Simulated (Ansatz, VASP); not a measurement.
**H in VASP and in Ansatz**

```xyz
2
Lattice="-1.4102 1.4102 1.9306 1.4102 -1.4102 1.9306 1.4102 1.4102 -1.9306" Properties=species:S:1:pos:R:3 pbc="T T T"
H     0.0000    0.0000    3.4757
H     0.0000    0.0000    0.3855
```

Alike in both runs: task single point; functional LDA; k mesh 12 × 12 × 12; occupations gaussian, width 0.01 eV; no spin polarisation.

|  | VASP | Ansatz |
| --- | --- | --- |
| version | VASP 6.6.1 | Ansatz 0.2.0 |
| potentials or method | VASP PAW LDA potentials, release 64 (H), cutoff 520 eV | scalar-relativistic, plane waves, PAW |
| valence electrons in the cell | 2 | 2 |

Ansatz gave:

| Item | Value |
| --- | --- |
| gap on the k mesh at the Fermi level (eV) | 7.18 |
| least direct gap on the mesh (eV) | 7.71 |

Q: Which values does VASP return?

A: gap on the k mesh at the Fermi level (eV): 7.17; least direct gap on the mesh (eV): 7.70.

LDA's correlation is that of Perdew and Zunger in VASP and of Perdew and Wang (1992) in Ansatz.
